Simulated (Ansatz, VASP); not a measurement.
# Two plane-wave programs on AlN

```
CELL_PARAMETERS angstrom
3.30090 0.00000 0.00000
-1.65045 2.85866 0.00000
0.00000 0.00000 4.14215
ATOMIC_POSITIONS crystal
Al 0.33333 0.66667 0.00000
Al 0.66667 0.33333 0.50000
N 0.33333 0.66667 0.50000
N 0.66667 0.33333 0.00000
```

Alike in both runs: functional PBEsol; k mesh 9 × 9 × 4; occupations gaussian, width 0.1 eV; no spin polarisation.

Ansatz relaxed the structure, and its values are those at the end. VASP's run is a single point on that final structure, the one shown.

|  | VASP | Ansatz |
| --- | --- | --- |
| version | VASP 6.6.1 | Ansatz 0.2.0 |
| potentials or method | VASP PAW PBE potentials, release 64 (Al, N), cutoff 600 eV | scalar-relativistic, plane waves, PAW |
| valence electrons in the cell | 16 | 16 |

VASP gave:

```
gap on the k mesh at the Fermi level (eV) : 3.34
least direct gap on the mesh (eV)         : 3.34
pressure (GPa)                            : -0.1
```

Question: Estimate Ansatz's values.

Answer: gap on the k mesh at the Fermi level (eV): 3.32; least direct gap on the mesh (eV): 3.32; pressure (GPa): 0.0.

VASP's potentials were made for PBE, not for PBEsol. With one functional, cell and mesh, what is left measures potentials, basis and numerics.
